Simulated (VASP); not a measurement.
Si5F:

```xyz
6
Lattice="2.8730 0.0000 0.0000 -1.4365 2.4881 0.0000 0.0000 0.0000 14.7470" Properties=species:S:1:pos:R:3 pbc="T T T"
Si    1.4365    0.8294   12.0693
Si    0.0000    1.6587    9.7304
Si    1.4365    0.8294    7.3735
Si    0.0000    1.6587    5.0166
Si    1.4365    0.8294    2.6777
F     0.0000    1.6587    0.0000
```

The cell was built from a structure type or drawn by symmetry, and may not be a known phase.

```yaml
Program: VASP 6.6.1
Task: relaxation of cell and atoms
Functional: PBE
Potentials_or_basis: VASP PAW PBE potentials, release 64 (Si, F)
Cutoff: 600 eV
k_mesh: 6 × 6 × 2
Occupations: gaussian, width 0.1 eV
Spin: collinear spin
Starting_moments: "[0.0, 0.0, 0.0, 0.0, 0.0, 1.0] μB"
```

At the start: pressure -10.5 GPa; volume 17.57 Å³/atom.

Where does the relaxation end?

Over 10 steps the energy falls by 369.8 meV/atom and the volume is 14.17 Å³/atom (-19.4 %); space group P-6m2 (No. 187, to 0.1 Å) before and after; moment 0.00 μB per cell.

Step by step:
```csv
step,energy change (eV),largest force (eV/Å),pressure (GPa),volume (Å³)
1,0.0000,0.4923,-10.54,105.42
2,-1.1801,1.5786,-4.09,88.65
3,-1.3797,1.8491,1.76,82.30
4,-1.4006,1.9239,4.83,79.71
5,-1.6988,0.9986,14.16,75.73
6,-1.7596,1.1618,10.95,76.81
7,-2.1682,0.4957,-0.60,86.10
8,-2.1683,0.4978,-0.51,85.99
9,-2.1921,0.3585,-0.46,85.72
10,-2.2188,0.0178,-0.03,85.00
```

Final structure:
```
Si F
1.0
     2.87852    0.00000    0.00000
    -1.43926    2.49287    0.00000
     0.00000    0.00000   11.84507
Si F
5 1
Direct
  0.66667 0.33333 0.83853
  0.33333 0.66667 0.66620
  0.66667 0.33333 0.50000
  0.33333 0.66667 0.33380
  0.66667 0.33333 0.16147
  0.33333 0.66667 0.00000
```

Caveat: the k points lie up to 0.42 Å⁻¹ apart in the final cell; the volume moved by over 15 % at a fixed basis, so the end points are rough.
